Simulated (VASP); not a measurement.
# TePd2 (R-3m) in VASP: single point with PBE

Aim: the single point of TePd2 with PBE.

Everything below comes from runs of VASP 6.6.1. Logs are shortened: lines on timing, memory, paths and dates and some standing lists are left out, and cuts for length are marked.

### 1 The cell of the first run

It takes space group R-3m (No. 166, trigonal). Conventional cell: a = 4.429 Å, b = 4.429 Å, c = 10.922 Å, α = 90.00°, β = 90.00°, γ = 120.00°. Te (site symmetry -3m) has 8 Pd at 2.72 Å within 3.6 Å. Within 3.6 Å of Pd (site symmetry 3m) lie 4 Te at 2.72 Å and 6 Pd at 3.13 to 3.15 Å.

### 2 Single point, PBE

Input file INCAR:

```
ALGO = Normal
EDIFF = 1E-7
ENCUT = 520
GGA = PE
ISIF = 2
ISMEAR = 0
LASPH = T
LCHARG = F
LREAL = F
LWAVE = F
NBANDS = 20
NELM = 100
PREC = Accurate
SIGMA = 0.1
```

Input file KPOINTS:

```
k-points
0
Gamma
  6 6 6
```

Input file POSCAR:

```
TePd2
1.0
    2.2146720292      1.2786414922      3.6405690298
   -2.2146720292      1.2786414922      3.6405690298
    0.0000000000     -2.5572829845      3.6405690298
Te Pd
1 2
Direct
    0.0000000000      0.0000000000      0.0000000000
    0.7510485557      0.7510485557      0.7510485557
    0.2489514443      0.2489514443      0.2489514443
```

Potentials or basis: VASP PAW PBE potentials, release 64 (Te, Pd).

The run is started by

```
> cat potpaw_PBE.64/Te/POTCAR potpaw_PBE.64/Pd/POTCAR > POTCAR
> mpirun -np 1 vasp_std > vasp.out
```

OUTCAR:

```text
EDIFF = 1E-7
   ENCUT = 520
   GGA = PE
   ISIF = 2
   ISMEAR = 0
   LASPH = T
   LREAL = F
   NELM = 100
   PREC = Accurate

 ion  position               nearest neighbor table
   1  0.000  0.000  0.000-   2 2.72   2 2.72   3 2.72   3 2.72   2 2.72   3 2.72   3 2.72   2 2.72

   2  0.751  0.751  0.751-   1 2.72   1 2.72   1 2.72   1 2.72   3 3.13   3 3.13   3 3.13   3 3.15
                             3 3.15   3 3.15
   3  0.249  0.249  0.249-   1 2.72   1 2.72   1 2.72   1 2.72   2 3.13   2 3.13   2 3.13   2 3.15
                             2 3.15   2 3.15

  LATTYP: Found a trigonal (rhomboedric) cell.
 ALAT       =     4.4489818075
 COS(alpha) =     0.5044042456

  Lattice vectors:

 A1 = (   2.2146720292,   1.2786414922,   3.6405690298)
 A2 = (  -2.2146720292,   1.2786414922,   3.6405690298)
 A3 = (   0.0000000000,  -2.5572829845,   3.6405690298)

Analysis of symmetry for initial positions (statically):
=====================================================================
 Subroutine PRICEL returns:
 Original cell was already a primitive cell.

 Routine SETGRP: Setting up the symmetry group for a
 trigonal (rhombohedral) supercell.

 Subroutine GETGRP returns: Found 12 space group operations
 (whereof 12 operations were pure point group operations)
 out of a pool of 12 trial point group operations.

The static configuration has the point symmetry D_3d.

Analysis of symmetry for dynamics (positions and initial velocities):
=====================================================================
 Subroutine PRICEL returns:
 Original cell was already a primitive cell.

 Routine SETGRP: Setting up the symmetry group for a
 trigonal (rhombohedral) supercell.

 Subroutine GETGRP returns: Found 12 space group operations
 (whereof 12 operations were pure point group operations)
 out of a pool of 12 trial point group operations.

The dynamic configuration has the point symmetry D_3d.

 Subroutine INISYM returns: Found 12 space group operations
 (whereof 12 operations are pure point group operations),
 and found     1 'primitive' translations

----------------------------------------------------------------------------------------

                                     Primitive cell

  volume of cell :      61.8556

  direct lattice vectors                    reciprocal lattice vectors
     2.214672029  1.278641492  3.640569030     0.225767063  0.130346675  0.091560778
    -2.214672029  1.278641492  3.640569030    -0.225767063  0.130346675  0.091560778
     0.000000000 -2.557282985  3.640569030     0.000000000 -0.260693349  0.091560778

  length of vectors
     4.448981807  4.448981807  4.448981808     0.276304901  0.276304901  0.276304901

  position of ions in fractional coordinates (direct lattice)
     0.000000000  0.000000000  0.000000000
     0.751048556  0.751048556  0.751048556
     0.248951444  0.248951444  0.248951444

  ion indices of the primitive-cell ions
   primitive index   ion index
                 1           1
                 2           2
                 3           3

----------------------------------------------------------------------------------------

 KPOINTS: k-points

Automatic generation of k-mesh.
 Grid dimensions read from file:
 generate k-points for:    6    6    6

 Generating k-lattice:

  Cartesian coordinates                     Fractional coordinates (reciprocal lattice)
     0.037627844  0.021724446  0.015260130     0.166666667  0.000000000  0.000000000
    -0.037627844  0.021724446  0.015260130     0.000000000  0.166666667  0.000000000
     0.000000000 -0.043448892  0.015260130     0.000000000  0.000000000  0.166666667

  Length of vectors
     0.046050817  0.046050817  0.046050817

  Shift w.r.t. Gamma in fractional coordinates (k-lattice)
     0.000000000  0.000000000  0.000000000

 Subroutine IBZKPT returns following result:
 ===========================================

 Found     32 irreducible k-points:

 Following reciprocal coordinates:
            Coordinates               Weight
  0.000000  0.000000  0.000000      1.000000
  0.166667  0.000000 -0.000000      6.000000
  0.333333 -0.000000  0.000000      6.000000
  0.500000 -0.000000  0.000000      3.000000
  0.166667  0.166667 -0.000000      6.000000
  0.333333  0.166667  0.000000     12.000000
[... 16 lines left out ...]
  0.500000  0.500000  0.166667      6.000000
 -0.333333  0.500000  0.166667     12.000000
 [... further k-points ...]
   k-points           NKPTS =     32   k-points in BZ     NKDIM =     32   number of bands    NBANDS=     20
   number of dos      NEDOS =    301   number of ions     NIONS =      3
   total plane-waves  NPLWV =  46656
   dimension x,y,z NGX =    36 NGY =   36 NGZ =   36
   dimension x,y,z NGXF=    72 NGYF=   72 NGZF=   72
   ions per type =               1   2
   NGX,Y,Z   is equivalent  to a cutoff of  13.45, 13.45, 13.45 a.u.
   NGXF,Y,Z  is equivalent  to a cutoff of  26.90, 26.90, 26.90 a.u.
 SYSTEM =  unknown system
   PREC   = accura    normal or accurate (medium, high low for compatibility)
   ISTART =      0    job   : 0-new  1-cont  2-samecut
   ICHARG =      2    charge: 1-file 2-atom 10-const
   ISPIN  =      1    spin polarized calculation?
   LNONCOLLINEAR =      F non collinear calculations
   LSORBIT =      F    spin-orbit coupling
   LASPH  =      T    aspherical Exc in radial PAW
   ENCUT  =  520.0 eV  38.22 Ry    6.18 a.u.   8.27  8.27  8.27*2*pi/ulx,y,z
   NELM   =    100;   NELMIN=  2; NELMDL= -5     # of ELM steps
   EDIFF  = 0.1E-06   stopping-criterion for ELM
   LREAL  =      F    real-space projection
   EDIFFG = 0.1E-05   stopping-criterion for IOM
   NSW    =      0    number of steps for IOM
   IBRION =     -1    ionic relax: 0-MD 1-quasi-New 2-CG
   NFREE  =      0    steps in history (QN), initial steepest desc. (CG)
   ISIF   =      2    stress and relaxation
   ISYM   =      2    0-nonsym 1-usesym 2-fastsym
   POTIM  = 0.5000    time-step for ionic-motion
   TEBEG  =    0.0;   TEEND  =   0.0 temperature during run
   PSTRESS=    0.0 pullay stress
   NELECT =      26.0000    total number of electrons
   NUPDOWN=      -1.0000    fix difference up-down
   EMIN   =  10.00;   EMAX   =-10.00  energy-range for DOS
   EFERMI =   0.00;   METHOD = LEGACY
   ISMEAR =     0;   SIGMA  =   0.10  broadening in eV -4-tet -1-fermi 0-gaus
   EFERMI_NEDOS =   21; number of points for ismear=-14 and -15
   IALGO  =     38    algorithm
   IMIX   =      4    mixing-type and parameters
     AMIX     =   0.40;   BMIX     =  1.00
     AMIX_MAG =   1.60;   BMIX_MAG =  1.00
  volume/ion in A,a.u.               =      20.62       139.14
  Fermi-wavevector in a.u.,A,eV,Ry     =   1.226327  2.317422 20.461509  1.503878
  Thomas-Fermi vector in A             =   2.361332
   LORBIT       =      0    0 simple, 1 ext, 2 COOP (PROOUT), +10 PAW based schemes
   GGA     = PE    functional components
   LHFCALC =     F    Hartree Fock is set to
   AEXX    =    0.0000 exact exchange contribution
   IVDW    =     0    specifies the selected vdW correction
   LEPSILON=     F    determine dielectric tensor
   LRPA    =     F    only Hartree local field effects (RPA)
 non-spin polarized calculation
 Gauss-broadening in eV      SIGMA  =   0.10
  energy-cutoff  :      520.00
  volume of cell :       61.86
 maximum number of plane-waves:      1688
 NGX is ok and might be reduce to    36
   NGX = 17   NGY = 17   NGZ = 17

 number of electron      26.0000003 magnetization

 Free energy of the ion-electron system (eV)
  ---------------------------------------------------
  ext. energy  EPLUGINS =         0.00000000
  ---------------------------------------------------
  free energy    TOTEN  =       -14.23738689 eV

  energy without entropy =      -14.21936655  energy(sigma->0) =      -14.22837672

 E-fermi :   8.3598     XC(G=0): -11.1079

 val. band max:        8.3255540473   @ k =  -0.3333   0.1667  -0.0000
 cond. band min:       8.3735546344   @ k =   0.1667   0.0000  -0.0000
 fundamental gap:      0.0480005872
 Fermi energy:         8.3598074266

 k-point     1 :       0.0000    0.0000    0.0000
  band No.  band energies     occupation
      1      -4.7139      2.00000
      2       2.8228      2.00000
      3       2.8553      2.00000
      4       2.8553      2.00000
      5       4.4311      2.00000
      6       4.4311      2.00000
[... 12 lines left out ...]
     19      16.0623      0.00000
     20      17.7577      0.00000

 k-point     2 :       0.1667    0.0000   -0.0000
  band No.  band energies     occupation
      1      -4.5644      2.00000
      2       2.7174      2.00000
      3       2.9357      2.00000
      4       2.9574      2.00000
      5       4.5588      2.00000
      6       4.5658      2.00000
[... 12 lines left out ...]
     19      16.6418      0.00000
     20      17.1066      0.00000

 k-point     3 :       0.3333   -0.0000    0.0000
  band No.  band energies     occupation
      1      -4.2382      2.00000
      2       2.5064      2.00000
      3       3.1877      2.00000
      4       3.1943      2.00000
      5       4.9347      2.00000
      6       4.9559      2.00000
[... 12 lines left out ...]
     19      16.2544      0.00000
     20      17.4937      0.00000

 k-point     4 :       0.5000   -0.0000    0.0000
  band No.  band energies     occupation
      1      -4.0586      2.00000
      2       2.4254      2.00000
      3       3.3387      2.00000
      4       3.3411      2.00000
      5       5.3868      2.00000
      6       5.4055      2.00000
[... 12 lines left out ...]
     19      16.7952      0.00000
     20      19.2789      0.00000

 k-point     5 :       0.1667    0.1667   -0.0000
  band No.  band energies     occupation
      1      -4.5155      2.00000
      2       2.5301      2.00000
      3       3.0586      2.00000
      4       3.0824      2.00000
      5       4.4981      2.00000
      6       4.6756      2.00000
[... 12 lines left out ...]
     19      15.8289      0.00000
     20      18.1109      0.00000
[... 353 lines left out ...]
      6       5.0918      2.00000
[... 12 lines left out ...]
     19      16.7854      0.00000
     20      18.3509      0.00000

 k-point    22 :      -0.1667    0.3333    0.1667
  band No.  band energies     occupation
      1      -4.0207      2.00000
      2       2.3610      2.00000
      3       3.2835      2.00000
      4       3.5339      2.00000
      5       4.8758      2.00000
      6       5.1107      2.00000
[... 12 lines left out ...]
     19      16.2785      0.00000
     20      18.4085      0.00000

 k-point    23 :       0.5000    0.5000    0.1667
  band No.  band energies     occupation
      1      -3.9094      2.00000
      2       2.1126      2.00000
      3       3.5788      2.00000
      4       3.7763      2.00000
      5       4.8036      2.00000
      6       4.9601      2.00000
[... 12 lines left out ...]
     19      17.4899      0.00000
     20      18.4972      0.00000

 k-point    24 :      -0.3333    0.5000    0.1667
  band No.  band energies     occupation
      1      -3.8487      2.00000
      2       2.2841      2.00000
      3       3.2560      2.00000
      4       3.8975      2.00000
      5       4.8928      2.00000
      6       4.9994      2.00000
[... 12 lines left out ...]
     19      18.6383      0.00000
     20      18.9668      0.00000

 [... further k-points ...]
[... 5 lines left out ...]
  --------------------------------------------------------------------------------------
  -------------------------------------------------------------------------------------
  Total       -0.1213791     -0.1213791     -0.1482135      0.0000000      0.0000000      0.0000000
  in kB       -3.1439509     -3.1439509     -3.8390123      0.0000000      0.0000000      0.0000000
  external PRESSURE =      -3.3756380 kB  Pullay stress =       0.0000000 kB

 VOLUME and BASIS-vectors are now :
 -----------------------------------------------------------------------------
  energy-cutoff  :      520.00
  volume of cell :       61.86
      direct lattice vectors                 reciprocal lattice vectors
     2.214672029  1.278641492  3.640569030     0.225767063  0.130346675  0.091560778
    -2.214672029  1.278641492  3.640569030    -0.225767063  0.130346675  0.091560778
     0.000000000 -2.557282985  3.640569030     0.000000000 -0.260693349  0.091560778

 POSITION                                       TOTAL-FORCE (eV/Angst)
 -----------------------------------------------------------------------------------
      0.00000      0.00000      0.00000        -0.000000     -0.000000      0.000000
      0.00000     -0.00000      8.20273         0.000000      0.000000     -0.007842
      0.00000     -0.00000      2.71897         0.000000     -0.000000      0.007842
 -----------------------------------------------------------------------------------
    total drift:                               -0.000000      0.000000      0.000000

  FREE ENERGIE OF THE ION-ELECTRON SYSTEM (eV)
  ---------------------------------------------------
  free  energy   TOTEN  =       -14.2373868889 eV

  energy  without entropy=      -14.2193665540  energy(sigma->0) =      -14.22837672
```

Wall time 18 s (1 thread of Intel Xeon 6975P-C (Granite Rapids), shared host); peak memory 0.21 GiB.

What came out:

- Free energy: -14.2374 eV
- Pressure: -0.3 GPa
- Largest force: 0.008 eV/Å
- Band gap on the k mesh: zero (band 13 reaches 10.23 eV, above the bottom of band 14 at 7.56 eV)

Forces on the atoms (eV/Å):
```
Te   0.000  0.000  0.000
Pd   0.000  0.000 -0.008
Pd   0.000  0.000  0.008
```

Levels at points of the mesh, in eV from the Fermi level:
| k point | band 9 | band 10 | band 11 | band 12 | band 13 | band 14 | band 15 | band 16 |
| --- | --- | --- | --- | --- | --- | --- | --- | --- |
| (0.00, 0.00, 0.00) | -1.94 | -1.16 | -1.16 | 0.53 | 1.87 | 1.87 | 1.88 | 3.88 |
| (0.50, 0.00, 0.00) | -2.67 | -2.66 | -2.61 | -2.19 | 1.09 | 1.14 | 1.76 | 5.39 |
| (0.50, 0.50, 0.00) | -2.58 | -1.90 | -1.58 | -1.56 | -1.21 | -0.80 | 3.03 | 3.19 |
| (0.50, 0.50, 0.50) | -2.71 | -2.65 | -2.65 | -2.25 | 1.11 | 1.11 | 1.84 | 5.48 |

Caveat: spin-orbit coupling is left out, which moves the levels of the heavy elements.
